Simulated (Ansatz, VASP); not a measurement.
# One calculation of Zr4B, two programs

File INCAR:

```
  PREC = Accurate
  ENCUT = 600
  EDIFF = 1E-7
  ISMEAR = 0
  SIGMA = 0.1
  LREAL = F
  LASPH = T
  NELM = 80
  ALGO = Fast
  ISIF = 3
  LWAVE = F
  LCHARG = F
  GGA = PE
  IBRION = 2
  NSW = 100
  EDIFFG = -0.01
```

Contents of KPOINTS:

```
Automatic mesh
0
Gamma
  8 8 8
```

File POSCAR:

```
Zr4B
1.0
    4.6936595567      0.0000000000      0.0000000000
    0.0000000000      4.6936595567      0.0000000000
    0.0000000000      0.0000000000      4.6936595567
Zr B
4 1
Direct
    0.5000000000      0.0000000000      0.0000000000
    0.0000000000      0.5000000000      0.0000000000
    0.0000000000      0.0000000000      0.5000000000
    0.5000000000      0.5000000000      0.5000000000
    0.0000000000      0.0000000000      0.0000000000
```

Input for Ansatz:

```yaml
crystal:
  lattice:
    - [4.6936595567, 0.0, 0.0]
    - [0.0, 4.6936595567, 0.0]
    - [0.0, 0.0, 4.6936595567]
  atoms:
    - { symbol: Zr, position: [0.5, 0.0, 0.0] }
    - { symbol: Zr, position: [0.0, 0.5, 0.0] }
    - { symbol: Zr, position: [0.0, 0.0, 0.5] }
    - { symbol: Zr, position: [0.5, 0.5, 0.5] }
    - { symbol: B, position: [0.0, 0.0, 0.0] }
basis:
  ecutwfc: 420
kpoints:
  mp_grid: { grid: [8, 8, 8] }
hamiltonian:
  xc: pbe
scf:
  occupations: { method: gaussian, width: 0.1 }
output:
  forces: true
  stress: true
  eigenvalues: true
  write_density: true
  write_potential: true
  elf: true
  volumetric_format: npy
relax:
  adjacent_minimum: "off"
  f_tol: 0.01
  max_steps: 80
  cell: { stress_tol: 0.05 }
```

Change from the starting cell: species swapped into the Co4N type (Pm-3m, No. 221).

Alike in both runs: task relaxation of cell and atoms; functional PBE; k mesh 8 × 8 × 8; occupations gaussian, width 0.1 eV; no spin polarisation.

|  | VASP | Ansatz |
| --- | --- | --- |
| version | VASP 6.6.1 | Ansatz 0.2.0 |
| potentials or method | VASP PAW PBE potentials, release 64 (Zr_sv, B), cutoff 600 eV | scalar-relativistic, plane waves, PAW |
| valence electrons in the cell | 51 | 51 |

|  | VASP | Ansatz | Ansatz less VASP |
| --- | --- | --- | --- |
| gap on the k mesh at the Fermi level, each at its own relaxed structure (eV) | none | none | - |
| relaxed volume (Å³/atom) | 20.82 | 20.81 | -0.009 |
| relaxed cell length with the largest relative difference (Å) | 4.704 | 4.704 | -0.0007 |

A gap of «none» marks a metal or a gap that the smearing closes.
